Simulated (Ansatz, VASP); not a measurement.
## Two plane-wave programs on HfSiO4

```
CELL_PARAMETERS angstrom
-3.32280 3.32280 3.00710
3.32280 -3.32280 3.00710
3.32280 3.32280 -3.00710
ATOMIC_POSITIONS crystal
Hf 0.75000 0.25000 0.50000
Hf 0.00000 0.00000 0.00000
Si 0.25000 0.75000 0.50000
Si 0.50000 0.50000 0.00000
O 0.13474 0.31893 0.81581
O 0.06893 0.75311 0.68419
O 0.50311 0.31893 0.18419
O 0.06893 0.38474 0.31581
O 0.61526 0.93107 0.68419
O 0.68107 0.86526 0.18419
O 0.24689 0.93107 0.31581
O 0.68107 0.49689 0.81581
```

Alike in both runs: task single point; functional PBE; k mesh 4 × 4 × 4; occupations gaussian, width 0.1 eV; no spin polarisation.

```csv
,VASP,Ansatz
version,VASP 6.6.1,Ansatz 0.2.0
potentials or method,"VASP PAW PBE potentials, release 64 (Hf_pv, Si, O), cutoff 520 eV","scalar-relativistic, plane waves, PAW"
valence electrons in the cell,76,108
```

```tsv
	VASP	Ansatz	Ansatz less VASP
gap on the k mesh at the Fermi level (eV)	5.27	5.33	+0.057
least direct gap on the mesh (eV)	5.60	5.66	+0.061
pressure (GPa)	-1.6	0.0	+1.59
traceless stress, the component that is largest in VASP (GPa)	0.23	0.00	-0.232
rms of the force components (eV/Å)	0.088	0.001	-0.0869
```

Atom by atom the forces differ by 0.087 eV/Å (rms over components). VASP's potentials hold 76 valence electrons a cell and Ansatz's 108, so a difference there can come from the potentials and not from the codes.

Neither program's run includes spin-orbit coupling.
